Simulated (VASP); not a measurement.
A run of VASP 6.6.1:

INCAR

```
ALGO = Normal
EDIFF = 1E-6
ENCUT = 600
GGA = PE
GGA_COMPAT = False
ISIF = 2
ISMEAR = 0
LASPH = True
LCHARG = False
LREAL = False
LWAVE = False
NBANDS = 11
NELM = 120
PREC = Accurate
SIGMA = 0.05
```

Contents of KPOINTS:

```
k-points
0
Gamma
  10 10 10
```

File POSCAR:

```
BN
1.0
    0.0000000000      1.7954500000      1.8075000000
    1.7954500000      0.0000000000      1.8075000000
    1.7954500000      1.7954500000      0.0000000000
B N
1 1
Direct
    0.0000000000      0.0000000000      0.0000000000
    0.2500000000      0.2500000000      0.2500000000
```

Potentials or basis: VASP PAW PBE potentials, release 64 (B, N).

Run with:

```sh
$ cat potpaw_PBE.64/B/POTCAR potpaw_PBE.64/N/POTCAR > POTCAR
$ mpirun -np 1 vasp_std > vasp.out
```

Hardware: 1 thread of Intel(R) Xeon(R) 6975P-C (Granite Rapids), with other jobs on the host.

Problem. How long does it take, and how much memory?

Solution. Run time: 11 s on 1 thread of Intel(R) Xeon(R) 6975P-C (Granite Rapids) (shared host), peak memory 0.12 GiB. Counts: scf iterations 12, k points 102.
